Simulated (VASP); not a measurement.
## Be2C: vibrations by perturbation theory with PBEsol

Be2C:

```
Be C
1.0
     2.15538    2.15538    0.00000
    -2.15538    2.15538    0.00000
     0.00000    2.15538    2.15538
Be C
2 1
Direct
  0.25000 0.75000 0.50000
  0.75000 0.25000 0.50000
  0.00000 0.00000 0.00000
```

| Property | Result |
| --- | --- |
| Program | VASP 6.6.1 |
| Task | vibrations by perturbation theory |
| Functional | PBEsol |
| Potentials or basis | VASP PAW PBE potentials, release 64 (Be, C) |
| Cutoff | 600 eV |
| k mesh | 10 × 10 × 10 |
| Occupations | gaussian, width 0.01 eV |
| Spin | no spin polarisation |
| Dipole correction | no |
| Further INCAR settings | ALGO = Normal; EDIFF = 1e-08; IBRION = 8; NSW = 1 |

```yaml
Highest_phonon_frequency_at_Γ: 711 cm⁻¹
```

Phonon frequencies in cm⁻¹ (negative: imaginary):
| q point | frequencies |
| --- | --- |
| (0.000, 0.000, 0.000) | 0 0 0 657 657 657 711 711 711 |

Run time: 30 s on 1 thread of Intel(R) Xeon(R) 6975P-C (Granite Rapids) (shared host), peak memory 0.19 GiB.
